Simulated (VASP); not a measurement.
## Li2S: single point with PBEsol

Crystal: Li2S.

```
CELL_PARAMETERS angstrom
0.00000 2.84690 2.84690
2.84690 0.00000 2.84690
2.84690 2.84690 0.00000
ATOMIC_POSITIONS crystal
Li 0.25000 0.25000 0.25000
Li 0.75000 0.75000 0.75000
S 0.00000 0.00000 0.00000
```

- Program: VASP 6.6.1
- Task: single point
- Functional: PBEsol
- Potentials or basis: VASP PAW PBE potentials, release 64 (Li_sv, S)
- Cutoff: 750 eV
- k mesh: 8 × 8 × 8
- Occupations: gaussian, width 0.05 eV
- Spin: no spin polarisation

```json
{"Pressure": "-0.9 GPa", "Band gap on the k mesh": "3.22 eV (least direct gap 4.11 eV)"}
```

Levels at points of the mesh, in eV from the valence-band top:
```
           k point  band 3  band 4  band 5  band 6  band 7  band 8  band 9  band 10
(0.00, 0.00, 0.00)  -11.03    0.00    0.00    0.00    4.11    6.15    6.15     6.15
(0.50, 0.00, 0.00)  -10.58   -2.94   -0.52   -0.52    6.01    6.48    6.48     8.24
(0.50, 0.50, 0.00)  -10.46   -2.20   -1.45   -1.45    3.22    7.02   10.98    10.98
```

Run time: 52 s on 1 thread of AMD EPYC 7R13 (shared host), peak memory 0.17 GiB.

Caveat: the PAW data sets were made with another functional, which shifts forces and pressure a little. A k mesh can miss the band edges.
